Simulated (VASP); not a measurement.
# RbO4 (P4/mmm) in VASP: single point with PBE

Aim: the single point of RbO4 with PBE.

All numbers are computed with VASP 6.6.1; they aren't measurements. Logs are shortened: lines on timing, memory, paths and dates and some standing lists are left out, and cuts for length are marked.

### 1 The cell of the first run

The structure is tetragonal, space group P4/mmm (No. 123). Conventional cell: a = 4.885 Å, b = 4.885 Å, c = 4.797 Å, α = 90.00°, β = 90.00°, γ = 90.00°. Within 4.0 Å of Rb (site symmetry 4/mmm) lie 16 O at 3.01 to 3.90 Å. O (site symmetry 2mm) has 1 O at 1.27 Å within 1.7 Å.

### 2 Single point, PBE, collinear spin, ferromagnetic start

Contents of INCAR:

```
  PREC = Accurate
  ENCUT = 520
  EDIFF = 1E-6
  ISMEAR = 0
  SIGMA = 0.1
  LREAL = False
  LASPH = True
  NELM = 150
  ALGO = Normal
  ISIF = 2
  LWAVE = False
  LCHARG = False
  ISPIN = 2
  MAGMOM = 0 0.48 0.48 0.48 0.48
  LORBIT = 11
  GGA = PE
  NBANDS = 28
```

Contents of KPOINTS:

```
regular mesh
0
Gamma
  8 8 8
```

Contents of POSCAR:

```
RbO4
1.0
    4.8849802303      0.0000000000      0.0000000000
    0.0000000000      4.8849802303      0.0000000000
    0.0000000000      0.0000000000      4.7968922627
Rb O
1 4
Direct
    0.0000000000      0.0000000000      0.0000000000
    0.5000000000      0.0000000000      0.3673179193
    0.0000000000      0.5000000000      0.6326820807
    0.5000000000      0.0000000000      0.6326820807
    0.0000000000      0.5000000000      0.3673179193
```

Potentials or basis: VASP PAW PBE potentials, release 64 (Rb_sv, O).

Run with:

```bash
> cat potpaw_PBE.64/Rb_sv/POTCAR potpaw_PBE.64/O/POTCAR > POTCAR
> mpirun -np 1 vasp_std > vasp.out
```

OUTCAR:

```text
PREC = Accurate
   ENCUT = 520
   EDIFF = 1E-6
   ISMEAR = 0
   LREAL = False
   LASPH = True
   NELM = 150
   ISIF = 2
   ISPIN = 2
   LORBIT = 11
   GGA = PE

 ion  position               nearest neighbor table
   1  0.000  0.000  0.000-   2 3.01   3 3.01   4 3.01   5 3.01   3 3.01   5 3.01   2 3.01   4 3.01

   2  0.500  0.000  0.367-   4 1.27   1 3.01   1 3.01
   3  0.000  0.500  0.633-   5 1.27   1 3.01   1 3.01
   4  0.500  0.000  0.633-   2 1.27   1 3.01   1 3.01
   5  0.000  0.500  0.367-   3 1.27   1 3.01   1 3.01

  LATTYP: Found a simple tetragonal cell.
 ALAT       =     4.8849802303
 C/A-ratio  =     0.9819675897

  Lattice vectors:

 A1 = (   4.8849802303,   0.0000000000,   0.0000000000)
 A2 = (   0.0000000000,   4.8849802303,   0.0000000000)
 A3 = (   0.0000000000,   0.0000000000,   4.7968922627)

Analysis of symmetry for initial positions (statically):
=====================================================================
 Subroutine PRICEL returns:
 Original cell was already a primitive cell.

 Routine SETGRP: Setting up the symmetry group for a
 simple tetragonal supercell.

 Subroutine GETGRP returns: Found 16 space group operations
 (whereof 16 operations were pure point group operations)
 out of a pool of 16 trial point group operations.

The static configuration has the point symmetry D_4h.

Analysis of symmetry for dynamics (positions and initial velocities):
=====================================================================
 Subroutine PRICEL returns:
 Original cell was already a primitive cell.

 Routine SETGRP: Setting up the symmetry group for a
 simple tetragonal supercell.

 Subroutine GETGRP returns: Found 16 space group operations
 (whereof 16 operations were pure point group operations)
 out of a pool of 16 trial point group operations.

The dynamic configuration has the point symmetry D_4h.

Analysis of structural, dynamic, and magnetic symmetry:
=====================================================================
 Subroutine PRICEL returns:
 Original cell was already a primitive cell.

 Routine SETGRP: Setting up the symmetry group for a
 simple tetragonal supercell.

 Subroutine GETGRP returns: Found 16 space group operations
 (whereof 16 operations were pure point group operations)
 out of a pool of 16 trial point group operations.

The overall configuration has the point symmetry D_4h.

 Subroutine INISYM returns: Found 16 space group operations
 (whereof 16 operations are pure point group operations),
 and found     1 'primitive' translations

----------------------------------------------------------------------------------------

                                     Primitive cell

  volume of cell :     114.4684

  direct lattice vectors                    reciprocal lattice vectors
     4.884980230  0.000000000  0.000000000     0.204709119  0.000000000  0.000000000
     0.000000000  4.884980230  0.000000000     0.000000000  0.204709119  0.000000000
     0.000000000  0.000000000  4.796892263     0.000000000  0.000000000  0.208468305

  length of vectors
     4.884980230  4.884980230  4.796892263     0.204709119  0.204709119  0.208468305

  position of ions in fractional coordinates (direct lattice)
     0.000000000  0.000000000  0.000000000
     0.500000000  0.000000000  0.367317919
     0.000000000  0.500000000  0.632682081
     0.500000000  0.000000000  0.632682081
     0.000000000  0.500000000  0.367317919

  ion indices of the primitive-cell ions
   primitive index   ion index
                 1           1
                 2           2
                 3           3
                 4           4
                 5           5

----------------------------------------------------------------------------------------

 KPOINTS: regular mesh

Automatic generation of k-mesh.
 Grid dimensions read from file:
 generate k-points for:    8    8    8

 Generating k-lattice:

  Cartesian coordinates                     Fractional coordinates (reciprocal lattice)
     0.025588640  0.000000000  0.000000000     0.125000000  0.000000000  0.000000000
     0.000000000  0.025588640  0.000000000     0.000000000  0.125000000  0.000000000
     0.000000000  0.000000000  0.026058538     0.000000000  0.000000000  0.125000000

  Length of vectors
     0.025588640  0.025588640  0.026058538

  Shift w.r.t. Gamma in fractional coordinates (k-lattice)
     0.000000000  0.000000000  0.000000000

 Subroutine IBZKPT returns following result:
 ===========================================

 Found     75 irreducible k-points:

 Following reciprocal coordinates:
            Coordinates               Weight
  0.000000  0.000000  0.000000      1.000000
  0.125000  0.000000  0.000000      4.000000
  0.250000  0.000000  0.000000      4.000000
  0.375000  0.000000  0.000000      4.000000
  0.500000  0.000000  0.000000      2.000000
  0.125000  0.125000  0.000000      4.000000
[... 16 lines left out ...]
  0.375000  0.125000  0.125000     16.000000
  0.500000  0.125000  0.125000      8.000000
 [... further k-points ...]
   k-points           NKPTS =     75   k-points in BZ     NKDIM =     75   number of bands    NBANDS=     28
   number of dos      NEDOS =    301   number of ions     NIONS =      5
   total plane-waves  NPLWV =  46656
   dimension x,y,z NGX =    36 NGY =   36 NGZ =   36
   dimension x,y,z NGXF=    72 NGYF=   72 NGZF=   72
   ions per type =               1   4
   NGX,Y,Z   is equivalent  to a cutoff of  12.25, 12.25, 12.48 a.u.
   NGXF,Y,Z  is equivalent  to a cutoff of  24.50, 24.50, 24.95 a.u.
 SYSTEM =  unknown system
   PREC   = accura    normal or accurate (medium, high low for compatibility)
   ISTART =      0    job   : 0-new  1-cont  2-samecut
   ICHARG =      2    charge: 1-file 2-atom 10-const
   ISPIN  =      2    spin polarized calculation?
   LNONCOLLINEAR =      F non collinear calculations
   LSORBIT =      F    spin-orbit coupling
   LASPH  =      T    aspherical Exc in radial PAW
   ENCUT  =  520.0 eV  38.22 Ry    6.18 a.u.   9.08  9.08  8.92*2*pi/ulx,y,z
   NELM   =    150;   NELMIN=  2; NELMDL= -5     # of ELM steps
   EDIFF  = 0.1E-05   stopping-criterion for ELM
   LREAL  =      F    real-space projection
   EDIFFG = 0.1E-04   stopping-criterion for IOM
   NSW    =      0    number of steps for IOM
   IBRION =     -1    ionic relax: 0-MD 1-quasi-New 2-CG
   NFREE  =      0    steps in history (QN), initial steepest desc. (CG)
   ISIF   =      2    stress and relaxation
   ISYM   =      2    0-nonsym 1-usesym 2-fastsym
   POTIM  = 0.5000    time-step for ionic-motion
   TEBEG  =    0.0;   TEEND  =   0.0 temperature during run
   PSTRESS=    0.0 pullay stress
   NELECT =      33.0000    total number of electrons
   NUPDOWN=      -1.0000    fix difference up-down
   EMIN   =  10.00;   EMAX   =-10.00  energy-range for DOS
   EFERMI =   0.00;   METHOD = LEGACY
   ISMEAR =     0;   SIGMA  =   0.10  broadening in eV -4-tet -1-fermi 0-gaus
   EFERMI_NEDOS =   21; number of points for ismear=-14 and -15
   IALGO  =     38    algorithm
   IMIX   =      4    mixing-type and parameters
     AMIX     =   0.40;   BMIX     =  1.00
     AMIX_MAG =   1.60;   BMIX_MAG =  1.00
  volume/ion in A,a.u.               =      22.89       154.49
  Fermi-wavevector in a.u.,A,eV,Ry     =   1.081478  2.043697 15.913296  1.169594
  Thomas-Fermi vector in A             =   2.217495
   LORBIT       =     11    0 simple, 1 ext, 2 COOP (PROOUT), +10 PAW based schemes
   GGA     = PE    functional components
   LHFCALC =     F    Hartree Fock is set to
   AEXX    =    0.0000 exact exchange contribution
   IVDW    =     0    specifies the selected vdW correction
   LEPSILON=     F    determine dielectric tensor
   LRPA    =     F    only Hartree local field effects (RPA)
 spin polarized calculation
 Gauss-broadening in eV      SIGMA  =   0.10
  energy-cutoff  :      520.00
  volume of cell :      114.47
 maximum number of plane-waves:      3108
   NGX = 19   NGY = 19   NGZ = 17

 number of electron      32.9999976 magnetization       2.9999948

 Free energy of the ion-electron system (eV)
  ---------------------------------------------------
  ext. energy  EPLUGINS =         0.00000000
  ---------------------------------------------------
  free energy    TOTEN  =       -23.47099467 eV

  energy without entropy =      -23.44314921  energy(sigma->0) =      -23.45707194

 E-fermi :  -0.5911     XC(G=0):  -6.9833

 val. band max:       -0.5943372007   @ k =   0.5000   0.0000   0.1250
 cond. band min:      -0.5901104176   @ k =   0.2500   0.0000   0.5000
 fundamental gap:      0.0042267832
 Fermi energy:        -0.5911490454

 spin component 1

 k-point     1 :       0.0000    0.0000    0.0000
  band No.  band energies     occupation
      1     -26.9724      1.00000
      2     -26.3225      1.00000
      3     -26.2956      1.00000
      4     -15.8493      1.00000
      5     -15.6679      1.00000
      6     -11.1202      1.00000
[... 20 lines left out ...]
     27       8.6088      0.00000
[... 691 lines left out ...]
      6     -11.2114      1.00000
[... 20 lines left out ...]
     27       8.4586      0.00000
     28       9.3232      0.00000

 [... further k-points ...]

 spin component 2

 k-point     1 :       0.0000    0.0000    0.0000
  band No.  band energies     occupation
      1     -26.9389      1.00000
      2     -25.4431      1.00000
      3     -25.3848      1.00000
      4     -14.5897      1.00000
      5     -14.3632      1.00000
      6     -11.0846      1.00000
[... 20 lines left out ...]
     27       8.8494      0.00000
[... 691 lines left out ...]
      6     -11.1659      1.00000
[... 20 lines left out ...]
     27       8.8268      0.00000
     28       9.5118      0.00000

 [... further k-points ...]
[... 5 lines left out ...]
  --------------------------------------------------------------------------------------
  -------------------------------------------------------------------------------------
  Total       -0.0779062     -0.0779062      1.5986376      0.0000000      0.0000000      0.0000000
  in kB       -1.0904282     -1.0904282     22.3756171      0.0000000      0.0000000      0.0000000
  external PRESSURE =       6.7315869 kB  Pullay stress =       0.0000000 kB

 VOLUME and BASIS-vectors are now :
 -----------------------------------------------------------------------------
  energy-cutoff  :      520.00
  volume of cell :      114.47
      direct lattice vectors                 reciprocal lattice vectors
     4.884980230  0.000000000  0.000000000     0.204709119  0.000000000  0.000000000
     0.000000000  4.884980230  0.000000000     0.000000000  0.204709119  0.000000000
     0.000000000  0.000000000  4.796892263     0.000000000  0.000000000  0.208468305

 POSITION                                       TOTAL-FORCE (eV/Angst)
 -----------------------------------------------------------------------------------
      0.00000      0.00000      0.00000        -0.000000      0.000000     -0.000000
      2.44249      0.00000      1.76198        -0.000000     -0.000000     -0.666671
      0.00000      2.44249      3.03491         0.000000      0.000000      0.666671
      2.44249      0.00000      3.03491        -0.000000      0.000000      0.666671
      0.00000      2.44249      1.76198         0.000000      0.000000     -0.666671
 -----------------------------------------------------------------------------------
    total drift:                                0.000000      0.000000      0.000000

  FREE ENERGIE OF THE ION-ELECTRON SYSTEM (eV)
  ---------------------------------------------------
  free  energy   TOTEN  =       -23.4709946655 eV

  energy  without entropy=      -23.4431492073  energy(sigma->0) =      -23.45707194

 total charge

# of ion       s       p       d       tot
------------------------------------------
    1        1.937   5.356   0.019   7.312
    2        1.594   3.317   0.000   4.911
    3        1.594   3.317   0.000   4.911
    4        1.594   3.317   0.000   4.911
    5        1.594   3.317   0.000   4.911
--------------------------------------------------
tot          8.312  18.623   0.019  26.954

 magnetization (x)

# of ion       s       p       d       tot
------------------------------------------
    1       -0.001   0.006   0.001   0.006
    2        0.008   0.599   0.000   0.608
    3        0.008   0.599   0.000   0.608
    4        0.008   0.599   0.000   0.608
    5        0.008   0.599   0.000   0.608
--------------------------------------------------
tot          0.033   2.403   0.001   2.437
```

Wall time 2.2 min (1 thread of Intel Xeon 6975P-C (Granite Rapids), shared host); peak memory 0.45 GiB.

Results:

```
Free energy                                           : -23.4710 eV
Pressure                                              : 0.7 GPa
Largest force                                         : 0.667 eV/Å
Band gap on the k mesh                                : zero (filled and empty bands overlap)
Net moment                                            : 3.00 μB per cell
Site moments                                          : Rb +0.01; O +0.61 μB
Valence electrons inside the program's atomic spheres : Rb 7.31; O 4.91
```

Forces on the atoms (eV/Å):
```
Rb   0.000  0.000  0.000
O    0.000  0.000 -0.667
O    0.000  0.000  0.667
O    0.000  0.000  0.667
O    0.000  0.000 -0.667
```

Stress tensor (GPa, compression positive):
```
-0.11  0.00  0.00
 0.00 -0.11  0.00
 0.00  0.00  2.24
```
